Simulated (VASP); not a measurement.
Input of a VASP 6.6.1 run:

INCAR

```
SYSTEM = CaAl2Ge2
ALGO = Normal
EDIFF = 1E-6
ENCUT = 520
GGA = CA
ISIF = 2
ISMEAR = -1
LASPH = .TRUE.
LCHARG = .FALSE.
LREAL = .FALSE.
LWAVE = .FALSE.
NBANDS = 30
NELM = 100
PREC = Accurate
SIGMA = 0.1
```

The input KPOINTS:

```
k-points
0
G
  6 6 4
  0 0 0
```

POSCAR

```
CaAl2Ge2
1.0
    4.2104131354      0.0000000000      0.0000000000
   -2.1052065677      3.6463292893      0.0000000000
    0.0000000000      0.0000000000      7.2360142601
Ca Al Ge
1 2 2
Direct
    0.0000000000      0.0000000000      0.0000000000
    0.3333333333      0.6666666667      0.6293000000
    0.6666666667      0.3333333333      0.3707000000
    0.3333333333      0.6666666667      0.2621700000
    0.6666666667      0.3333333333      0.7378300000
```

Potentials or basis: VASP PAW LDA potentials, release 64 (Ca_sv, Al, Ge_d).

Command:

```sh
$ cat potpaw_LDA.64/Ca_sv/POTCAR potpaw_LDA.64/Al/POTCAR potpaw_LDA.64/Ge_d/POTCAR > POTCAR
$ mpirun -np 1 vasp_std > vasp.out
```

**Question.** Predict the band gap on the k mesh.

**Answer.** Zero (bands 22 and 23 overlap by 0.45 eV).

**Question.** What does it give for the pressure?

**Answer.** -4.4 GPa.

Stress tensor (GPa, compression positive):
```
-4.04  0.00  0.00
 0.00 -4.04  0.00
 0.00  0.00 -5.04
```

Caveat: the cell stands under tension.
